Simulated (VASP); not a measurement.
Set up this calculation in VASP 6.6.1, as the native input.

```
Task                   : relaxation of cell and atoms
Functional             : PBEsol
Potentials or basis    : VASP PAW PBE potentials, release 64 (V_sv)
Cutoff                 : 600 eV
k mesh                 : 18 × 18 × 6
Occupations            : gaussian, width 0.1 eV
Spin                   : no spin polarisation
Dipole correction      : no
Further INCAR settings : ALGO = Normal; EDIFF = 1e-06; IBRION = 2; EDIFFG = -0.01; NSW = 100; ISIF = 3
```

The structure of V lies in POSCAR:

```
V
1.0
    2.7844621838      0.0000000000      0.0000000000
   -1.3922310919      2.4114149871      0.0000000000
    0.0000000000      0.0000000000      7.9850656585
V
4
Direct
    0.3333333333      0.6666666667      0.3813200943
    0.6666666667      0.3333333333      0.8813200943
    0.6666666667      0.3333333333      0.6186799057
    0.3333333333      0.6666666667      0.1186799057
```

One way to write it, as run:

INCAR

```
PREC = Accurate
ENCUT = 600
EDIFF = 1E-6
ISMEAR = 0
SIGMA = 0.1
LREAL = F
LASPH = T
NELM = 100
ALGO = Normal
ISIF = 3
LWAVE = F
LCHARG = F
GGA = PS
IBRION = 2
NSW = 100
EDIFFG = -0.01
```

KPOINTS

```
Automatic mesh
0
Gamma
  18 18 6
```

Potentials or basis: VASP PAW PBE potentials, release 64 (V_sv).

Command:

```bash
$ cat potpaw_PBE.64/V_sv/POTCAR > POTCAR
$ mpirun -np 1 vasp_std > vasp.out
```

It gave:

```json
{
  "Relaxed volume": "13.45 Å³/atom",
  "Relaxed cell": "a = 2.745 Å, b = 2.745 Å, c = 8.242 Å, α = 90.00°, β = 90.00°, γ = 120.00°",
  "Space group after relaxing (to 0.05 Å)": "P6_3/mmc (No. 194)",
  "Energy gained by relaxing": "8.1 meV/atom",
  "Ionic steps": "7",
  "Pressure after relaxing": "0.0 GPa",
  "Band gap on the k mesh": "zero (band 26 reaches 10.07 eV, above the bottom of band 27 at 9.94 eV)"
}
```

Caveat: the PAW data sets were made with another functional, which shifts forces and pressure a little.

Wall time 26 min on 1 thread of AMD EPYC 7R43 64-Core Processor (Zen 3) (shared host), peak memory 0.32 GiB.
